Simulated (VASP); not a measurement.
# WS2 in VASP: single point with r2SCAN

Aim: the single point of WS2 with r2SCAN.

All numbers are computed with VASP 6.6.1; they aren't measurements. Logs are shortened: lines on timing, memory, paths and dates and some standing lists are left out, and cuts for length are marked.

**1. The cell of the first run**

The cell holds a slab with vacuum, 3 atoms: a = 3.132 Å, b = 3.132 Å, c = 17.511 Å, α = 90.00°, β = 90.00°, γ = 120.00°.

**2. Single point, r2SCAN**

File POSCAR:

```
WS2
1.0
    3.1321603367      0.0000000000      0.0000000000
   -1.5660801683      2.7125304203      0.0000000000
    0.0000000000      0.0000000000     17.5109903387
W S
1 2
Direct
    0.3333333333      0.6666666667      0.0000000000
    0.6666666667      0.3333333333      0.9079994900
    0.6666666667      0.3333333333      0.0920005100
```

File INCAR.step1:

```
ALGO = Normal
EDIFF = 1E-4
ENCUT = 520
GGA = PE
ISMEAR = 0
LASPH = True
LCHARG = False
LREAL = False
LWAVE = True
NBANDS = 20
NELM = 60
PREC = Accurate
SIGMA = 0.05
```

File INCAR.step2:

```
ALGO = Normal
EDIFF = 1E-6
ENCUT = 520
ISIF = 2
ISMEAR = 0
ISTART = 1
LASPH = True
LCHARG = False
LMIXTAU = True
LREAL = False
LWAVE = False
METAGGA = R2SCAN
NBANDS = 20
NELM = 60
PREC = Accurate
SIGMA = 0.05
```

File KPOINTS:

```
k-points
0
Gamma
  12 12 2
```

Potentials or basis: VASP PAW PBE potentials, release 64 (W_sv, S).

Run with:

```
cat potpaw_PBE.64/W_sv/POTCAR potpaw_PBE.64/S/POTCAR > POTCAR
cp INCAR.step1 INCAR
mpirun -np 1 vasp_std > vasp.out
cp INCAR.step2 INCAR
mpirun -np 1 vasp_std > vasp.out
```

OUTCAR:

```text
EDIFF = 1E-6
   ENCUT = 520
   ISIF = 2
   ISMEAR = 0
   ISTART = 1
   LASPH = True
   LREAL = False
   METAGGA = R2SCAN
   NELM = 60
   PREC = Accurate

 ion  position               nearest neighbor table
   1  0.333  0.667  0.000-   2 2.42   3 2.42   2 2.42   3 2.42   2 2.42   3 2.42
   2  0.667  0.333  0.908-   1 2.42   1 2.42   1 2.42
   3  0.667  0.333  0.092-   1 2.42   1 2.42   1 2.42

  LATTYP: Found a hexagonal cell.
 ALAT       =     3.1321603367
 C/A-ratio  =     5.5907068784

  Lattice vectors:

 A1 = (   3.1321603367,   0.0000000000,   0.0000000000)
 A2 = (  -1.5660801683,   2.7125304203,   0.0000000000)
 A3 = (   0.0000000000,   0.0000000000,  17.5109903387)

Analysis of symmetry for initial positions (statically):
=====================================================================
 Subroutine PRICEL returns:
 Original cell was already a primitive cell.

 Routine SETGRP: Setting up the symmetry group for a
 hexagonal supercell.

 Subroutine GETGRP returns: Found 12 space group operations
 (whereof 12 operations were pure point group operations)
 out of a pool of 24 trial point group operations.

The static configuration has the point symmetry D_3h.

Analysis of symmetry for dynamics (positions and initial velocities):
=====================================================================
 Subroutine PRICEL returns:
 Original cell was already a primitive cell.

 Routine SETGRP: Setting up the symmetry group for a
 hexagonal supercell.

 Subroutine GETGRP returns: Found 12 space group operations
 (whereof 12 operations were pure point group operations)
 out of a pool of 24 trial point group operations.

The dynamic configuration has the point symmetry D_3h.

 Subroutine INISYM returns: Found 12 space group operations
 (whereof 12 operations are pure point group operations),
 and found     1 'primitive' translations

----------------------------------------------------------------------------------------

                                     Primitive cell

  volume of cell :     148.7748

  direct lattice vectors                    reciprocal lattice vectors
     3.132160337  0.000000000  0.000000000     0.319268458  0.184329730  0.000000000
    -1.566080168  2.712530420  0.000000000     0.000000000  0.368659460  0.000000000
     0.000000000  0.000000000 17.510990339     0.000000000  0.000000000  0.057106993

  length of vectors
     3.132160337  3.132160337 17.510990339     0.368659460  0.368659460  0.057106993

  position of ions in fractional coordinates (direct lattice)
     0.333333333  0.666666667  0.000000000
     0.666666667  0.333333333  0.907999490
     0.666666667  0.333333333  0.092000510

  ion indices of the primitive-cell ions
   primitive index   ion index
                 1           1
                 2           2
                 3           3

----------------------------------------------------------------------------------------

 KPOINTS: k-points

Automatic generation of k-mesh.
 Grid dimensions read from file:
 generate k-points for:   12   12    2

 Generating k-lattice:

  Cartesian coordinates                     Fractional coordinates (reciprocal lattice)
     0.026605705  0.015360811  0.000000000     0.083333333  0.000000000  0.000000000
     0.000000000  0.030721622  0.000000000     0.000000000  0.083333333  0.000000000
     0.000000000  0.000000000  0.028553496     0.000000000  0.000000000  0.500000000

  Length of vectors
     0.030721622  0.030721622  0.028553496

  Shift w.r.t. Gamma in fractional coordinates (k-lattice)
     0.000000000  0.000000000  0.000000000

 Subroutine IBZKPT returns following result:
 ===========================================

 Found     38 irreducible k-points:

 Following reciprocal coordinates:
            Coordinates               Weight
  0.000000  0.000000  0.000000      1.000000
  0.083333  0.000000  0.000000      6.000000
  0.166667  0.000000  0.000000      6.000000
  0.250000  0.000000  0.000000      6.000000
  0.333333  0.000000  0.000000      6.000000
  0.416667  0.000000  0.000000      6.000000
[... 16 lines left out ...]
  0.250000  0.000000  0.500000      6.000000
  0.333333  0.000000  0.500000      6.000000
 [... further k-points ...]
   k-points           NKPTS =     38   k-points in BZ     NKDIM =     38   number of bands    NBANDS=     20
   number of dos      NEDOS =    301   number of ions     NIONS =      3
   total plane-waves  NPLWV =  80640
   dimension x,y,z NGX =    24 NGY =   24 NGZ =  140
   dimension x,y,z NGXF=    48 NGYF=   48 NGZF=  280
   ions per type =               1   2
   NGX,Y,Z   is equivalent  to a cutoff of  12.74, 12.74, 13.29 a.u.
   NGXF,Y,Z  is equivalent  to a cutoff of  25.48, 25.48, 26.58 a.u.
 SYSTEM =  unknown system
   PREC   = accura    normal or accurate (medium, high low for compatibility)
   ISTART =      1    job   : 0-new  1-cont  2-samecut
   ICHARG =      0    charge: 1-file 2-atom 10-const
   ISPIN  =      1    spin polarized calculation?
   LNONCOLLINEAR =      F non collinear calculations
   LSORBIT =      F    spin-orbit coupling
   LASPH  =      T    aspherical Exc in radial PAW
   ENCUT  =  520.0 eV  38.22 Ry    6.18 a.u.   5.82  5.82 32.56*2*pi/ulx,y,z
   NELM   =     60;   NELMIN=  2; NELMDL=  0     # of ELM steps
   EDIFF  = 0.1E-05   stopping-criterion for ELM
   LREAL  =      F    real-space projection
   EDIFFG = 0.1E-04   stopping-criterion for IOM
   NSW    =      0    number of steps for IOM
   IBRION =     -1    ionic relax: 0-MD 1-quasi-New 2-CG
   NFREE  =      0    steps in history (QN), initial steepest desc. (CG)
   ISIF   =      2    stress and relaxation
   ISYM   =      2    0-nonsym 1-usesym 2-fastsym
   POTIM  = 0.5000    time-step for ionic-motion
   TEBEG  =    0.0;   TEEND  =   0.0 temperature during run
   PSTRESS=    0.0 pullay stress
   NELECT =      26.0000    total number of electrons
   NUPDOWN=      -1.0000    fix difference up-down
   EMIN   =  10.00;   EMAX   =-10.00  energy-range for DOS
   EFERMI =   0.00;   METHOD = LEGACY
   ISMEAR =     0;   SIGMA  =   0.05  broadening in eV -4-tet -1-fermi 0-gaus
   EFERMI_NEDOS =   21; number of points for ismear=-14 and -15
   IALGO  =     38    algorithm
   IMIX   =      4    mixing-type and parameters
     AMIX     =   0.40;   BMIX     =  1.00
     AMIX_MAG =   1.60;   BMIX_MAG =  1.00
  volume/ion in A,a.u.               =      49.59       334.66
  Fermi-wavevector in a.u.,A,eV,Ry     =   0.915285  1.729637 11.398226  0.837746
  Thomas-Fermi vector in A             =   2.040009
   LORBIT       =      0    0 simple, 1 ext, 2 COOP (PROOUT), +10 PAW based schemes
   METAGGA = R2SCAN    functional components
   LHFCALC =     F    Hartree Fock is set to
   AEXX    =    0.0000 exact exchange contribution
   IVDW    =     0    specifies the selected vdW correction
   LEPSILON=     F    determine dielectric tensor
   LRPA    =     F    only Hartree local field effects (RPA)
 non-spin polarized calculation
 Gauss-broadening in eV      SIGMA  =   0.05
  energy-cutoff  :      520.00
  volume of cell :      148.77
 maximum number of plane-waves:      4036
 NGX is ok and might be reduce to    24
   NGX = 11   NGY = 11   NGZ = 65

 number of electron      25.9999997 magnetization

 Free energy of the ion-electron system (eV)
  ---------------------------------------------------
  ext. energy  EPLUGINS =         0.00000000
  ---------------------------------------------------
  free energy    TOTEN  =       -69.98937298 eV

  energy without entropy =      -69.98937298  energy(sigma->0) =      -69.98937298

 E-fermi :  -0.9026     XC(G=0):  -4.5602

 val. band max:       -1.3237143577   @ k =   0.3333   0.3333   0.0000
 cond. band min:       0.6831717485   @ k =   0.1667   0.1667   0.5000
 fundamental gap:      2.0068861062
 Fermi energy:        -0.9026021704

 k-point     1 :       0.0000    0.0000    0.0000
  band No.  band energies     occupation
      1     -77.2853      2.00000
      2     -40.8943      2.00000
      3     -40.6745      2.00000
      4     -40.6745      2.00000
      5     -16.8446      2.00000
      6     -15.2630      2.00000
[... 12 lines left out ...]
     19       4.6779      0.00000
     20       4.8797      0.00000

 k-point     2 :       0.0833    0.0000    0.0000
  band No.  band energies     occupation
      1     -77.2837      2.00000
      2     -40.8892      2.00000
      3     -40.7027      2.00000
      4     -40.6810      2.00000
      5     -16.7199      2.00000
      6     -15.2119      2.00000
[... 12 lines left out ...]
     19       4.8218      0.00000
     20       5.2938      0.00000

 k-point     3 :       0.1667    0.0000    0.0000
  band No.  band energies     occupation
      1     -77.2793      2.00000
      2     -40.8751      2.00000
      3     -40.7792      2.00000
      4     -40.6988      2.00000
      5     -16.3640      2.00000
      6     -15.0661      2.00000
[... 12 lines left out ...]
     19       5.2400      0.00000
     20       5.9417      0.00000

 k-point     4 :       0.2500    0.0000    0.0000
  band No.  band energies     occupation
      1     -77.2734      2.00000
      2     -40.8821      2.00000
      3     -40.8558      2.00000
      4     -40.7230      2.00000
      5     -15.8324      2.00000
      6     -14.8507      2.00000
[... 12 lines left out ...]
     19       5.8797      0.00000
     20       6.3921      0.00000

 k-point     5 :       0.3333    0.0000    0.0000
  band No.  band energies     occupation
      1     -77.2676      2.00000
      2     -40.9834      2.00000
      3     -40.8365      2.00000
      4     -40.7471      2.00000
      5     -15.2248      2.00000
      6     -14.6118      2.00000
[... 12 lines left out ...]
     19       6.5036      0.00000
     20       6.5064      0.00000
[... 353 lines left out ...]
      6     -15.2119      2.00000
[... 12 lines left out ...]
     19       4.6548      0.00000
     20       5.5474      0.00000

 k-point    22 :       0.1667    0.0000    0.5000
  band No.  band energies     occupation
      1     -77.2793      2.00000
      2     -40.8751      2.00000
      3     -40.7792      2.00000
      4     -40.6988      2.00000
      5     -16.3640      2.00000
      6     -15.0661      2.00000
[... 12 lines left out ...]
     19       5.1231      0.00000
     20       6.2161      0.00000

 k-point    23 :       0.2500    0.0000    0.5000
  band No.  band energies     occupation
      1     -77.2735      2.00000
      2     -40.8821      2.00000
      3     -40.8558      2.00000
      4     -40.7230      2.00000
      5     -15.8323      2.00000
      6     -14.8507      2.00000
[... 12 lines left out ...]
     19       5.6831      0.00000
     20       6.7948      0.00000

 k-point    24 :       0.3333    0.0000    0.5000
  band No.  band energies     occupation
      1     -77.2676      2.00000
      2     -40.9834      2.00000
      3     -40.8365      2.00000
      4     -40.7471      2.00000
      5     -15.2248      2.00000
      6     -14.6118      2.00000
[... 12 lines left out ...]
     19       6.4113      0.00000
     20       6.6222      0.00000

 [... further k-points ...]

------------------------ aborting loop because EDIFF is reached ----------------------------------------

  FORCE on cell =-STRESS in cart. coord.  units (eV):
  Direction    XX          YY          ZZ          XY          YZ          ZX
  --------------------------------------------------------------------------------------
  -------------------------------------------------------------------------------------
  Total        0.9674234      0.9674234     -2.2276944      0.0000000      0.0000000     -0.0000000
  in kB       10.4183237     10.4183237    -23.9903667      0.0000000      0.0000000     -0.0000000
  external PRESSURE =      -1.0512397 kB  Pullay stress =       0.0000000 kB

 VOLUME and BASIS-vectors are now :
 -----------------------------------------------------------------------------
  energy-cutoff  :      520.00
  volume of cell :      148.77
      direct lattice vectors                 reciprocal lattice vectors
     3.132160337  0.000000000  0.000000000     0.319268458  0.184329730  0.000000000
    -1.566080168  2.712530420  0.000000000     0.000000000  0.368659460  0.000000000
     0.000000000  0.000000000 17.510990339     0.000000000  0.000000000  0.057106993

 POSITION                                       TOTAL-FORCE (eV/Angst)
 -----------------------------------------------------------------------------------
     -0.00000      1.80835      0.00000        -0.000000      0.000000     -0.000000
      1.56608      0.90418     15.89997         0.000000     -0.000000      0.682045
      1.56608      0.90418      1.61102         0.000000     -0.000000     -0.682045
 -----------------------------------------------------------------------------------
    total drift:                                0.000001     -0.000001     -0.000000

  FREE ENERGIE OF THE ION-ELECTRON SYSTEM (eV)
  ---------------------------------------------------
  free  energy   TOTEN  =       -69.9893729832 eV

  energy  without entropy=      -69.9893729832  energy(sigma->0) =      -69.98937298
```

Run time: 5.5 min. Hardware: 1 thread of Intel Xeon Platinum 8375C at 2.90GHz (Ice Lake), shared host; peak memory 0.36 GiB.

What came out:

* Free energy: -69.9894 eV
* Largest force: 0.682 eV/Å
* Band gap on the k mesh: 2.01 eV (least direct gap 2.25 eV)

Forces in eV/Å, atoms in the order of the input:
```
W    0.000  0.000  0.000
S    0.000  0.000  0.682
S    0.000  0.000 -0.682
```

Caveat: there is no dipole correction, which matters where the two faces differ; the PAW data sets were made with another functional, which shifts forces and pressure a little; spin-orbit coupling is left out, which moves the levels of the heavy elements.
